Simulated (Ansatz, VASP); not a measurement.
## One calculation of Cu, two programs

```xyz
2
Lattice="2.5836 0.0000 0.0000 -1.2918 2.2375 0.0000 0.0000 0.0000 3.9107" Properties=species:S:1:pos:R:3 pbc="T T T"
Cu    0.0000    1.4916    0.9777
Cu    1.2918    0.7458    2.9330
```

Change from the starting cell: strain +0.025 along x and y, -0.050 along z, atoms carried along.

Alike in both runs: task single point; functional PBEsol; k mesh 30 × 30 × 14; occupations gaussian, width 0.15 eV; no spin polarisation.

```csv
,VASP,Ansatz
version,VASP 6.6.1,Ansatz 0.2.0
potentials or method,"VASP PAW PBE potentials, release 64 (Cu), cutoff 520 eV","scalar-relativistic, plane waves, PAW"
valence electrons in the cell,22,38
```

VASP gave:

* gap on the k mesh at the Fermi level (eV): none
* pressure (GPa): 2.1
* traceless stress, the component that is largest in VASP (GPa): 9.62

**Question.** Which values does Ansatz return?

**Answer.** gap on the k mesh at the Fermi level (eV): none; pressure (GPa): 1.5; traceless stress, the component that is largest in VASP (GPa): 9.70.

VASP's potentials were made for PBE, not for PBEsol. A gap of «none» marks a metal or a gap that the smearing closes. VASP's potentials hold 22 valence electrons a cell and Ansatz's 38, so a difference there can come from the potentials and not from the codes.
